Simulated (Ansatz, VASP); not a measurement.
## Two plane-wave programs on HfO2

The input INCAR:

```
SYSTEM = HfO2
  PREC = Accurate
  ENCUT = 520
  EDIFF = 1E-6
  ISMEAR = -1
  SIGMA = 0.02
  LREAL = .FALSE.
  LASPH = .TRUE.
  NELM = 60
  ALGO = Normal
  ISIF = 2
  LWAVE = .FALSE.
  LCHARG = .FALSE.
  GGA = PE
  NBANDS = 31
```

KPOINTS

```
regular mesh
0
G
  6 6 8
  0 0 0
```

POSCAR

```
HfO2
1.0
    4.8382978972      0.0000000000      0.0000000000
    0.0000000000      4.8382978972      0.0000000000
    0.0000000000      0.0000000000      3.2199925688
Hf O
2 4
Direct
    0.5000000000      0.5000000000      0.5000000000
    0.0000000000      0.0000000000      0.0000000000
    0.1949549136      0.8050450864      0.5000000000
    0.8050450864      0.1949549136      0.5000000000
    0.3050450864      0.3050450864      0.0000000000
    0.6949549136      0.6949549136      0.0000000000
```

Input for Ansatz:

```yaml
crystal:
  lattice:
    - [4.8382978972, 0.0, 0.0]
    - [0.0, 4.8382978972, 0.0]
    - [0.0, 0.0, 3.2199925688]
  atoms:
    - { symbol: Hf, position: [0.5, 0.5, 0.5] }
    - { symbol: Hf, position: [0.0, 0.0, 0.0] }
    - { symbol: O, position: [0.1949549136, 0.8050450864, 0.5] }
    - { symbol: O, position: [0.8050450864, 0.1949549136, 0.5] }
    - { symbol: O, position: [0.3050450864, 0.3050450864, 0.0] }
    - { symbol: O, position: [0.6949549136, 0.6949549136, 0.0] }
kpoints:
  mp_grid: { grid: [6, 6, 8] }
  band_path:
    path:
      - [[0.0, 0.0, 0.0], [3.889730938285e-51, 0.5, 0.0], [0.5, 0.5, 0.0], [0.0, 0.0, 0.0], [0.0, 0.0, 0.5], [3.889730938285e-51, 0.5, 0.5], [0.5, 0.5, 0.5], [0.0, 0.0, 0.5]]
      - [[3.889730938285e-51, 0.5, 0.0], [3.889730938285e-51, 0.5, 0.5]]
      - [[0.5, 0.5, 0.0], [0.5, 0.5, 0.5]]
    npoints: 10
hamiltonian:
  xc: pbe
scf:
  occupations: { method: fermi_dirac, width: 0.02 }
  n_extra_bands: 5
output:
  forces: true
  stress: true
  eigenvalues: true
  write_density: true
  write_potential: true
  elf: true
  volumetric_format: npy
```

Alike in both runs: task single point; functional PBE; k mesh 6 × 6 × 8; occupations fermi-dirac, width 0.02 eV; no spin polarisation.

|  | VASP | Ansatz |
| --- | --- | --- |
| version | VASP 6.6.1 | Ansatz 0.2.0 |
| potentials or method | VASP PAW PBE potentials, release 64 (Hf_pv, O) | plane waves, PAW |
| plane-wave cutoff (eV) | 520 | 420 |
| valence electrons in the cell | 44 | 76 |

```tsv
	VASP	Ansatz	Ansatz less VASP
gap on the k mesh at the Fermi level (eV)	3.92	3.98	+0.059
pressure (GPa)	2.1	5.0	+2.87
traceless stress, the component that is largest in VASP (GPa)	-0.22	0.27	+0.487
rms of the force components (eV/Å)	0.007	0.017	+0.0097
```

Atom by atom the forces differ by 0.023 eV/Å (rms over components). VASP's potentials hold 44 valence electrons a cell and Ansatz's 76, so a difference there can come from the potentials and not from the codes.

Spin-orbit coupling is off throughout.
